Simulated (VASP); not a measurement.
Wanted: the native input for a VASP 6.6.1 run.

- Task: single point
- Functional: PBE
- Potentials or basis: VASP PAW PBE potentials, release 64 (Nb_sv)
- Cutoff: 520 eV
- k mesh: 12 × 12 × 10
- Occupations: gaussian, width 0.1 eV
- Spin: no spin polarisation
- Dipole correction: no
- Further INCAR settings: ALGO = Fast; EDIFF = 1e-06; NBANDS = 34

The structure of Nb lies in POSCAR:

```
Nb
1.0
    4.5373926113      0.0000000000      0.0000000000
   -2.2686963057      3.9294972683      0.0000000000
    0.0000000000      0.0000000000      4.8726676941
Nb
4
Direct
    0.0000000000      0.0000000000      0.2500000000
    0.0000000000      0.0000000000      0.7500000000
    0.3333333333      0.6666666667      0.7500000000
    0.6666666667      0.3333333333      0.2500000000
```

This isn't the form of Nb at room conditions, which is bcc.

These files were run (other wordings do the same):

INCAR

```
SYSTEM = Nb
PREC = Accurate
ENCUT = 520
EDIFF = 1E-6
ISMEAR = 0
SIGMA = 0.1
LREAL = .FALSE.
LASPH = .TRUE.
NELM = 100
ALGO = Fast
ISIF = 2
LWAVE = .FALSE.
LCHARG = .TRUE.
GGA = PE
LELF = .TRUE.
LVHAR = .TRUE.
NBANDS = 34
```

KPOINTS

```
Automatic mesh
0
G
  12 12 10
  0 0 0
```

Potentials or basis: VASP PAW PBE potentials, release 64 (Nb_sv).

Command:

```sh
$ cat potpaw_PBE.64/Nb_sv/POTCAR > POTCAR
$ mpirun -np 1 vasp_std > vasp.out
```

It gave:

```json
{"Pressure": "-0.1 GPa", "Band gap on the k mesh": "zero (bands 26 and 27 overlap by 0.83 eV)"}
```

Wall time 19 min on 1 thread of AMD EPYC 7R43 64-Core Processor (Zen 3), on a shared host, peak memory 0.34 GiB.
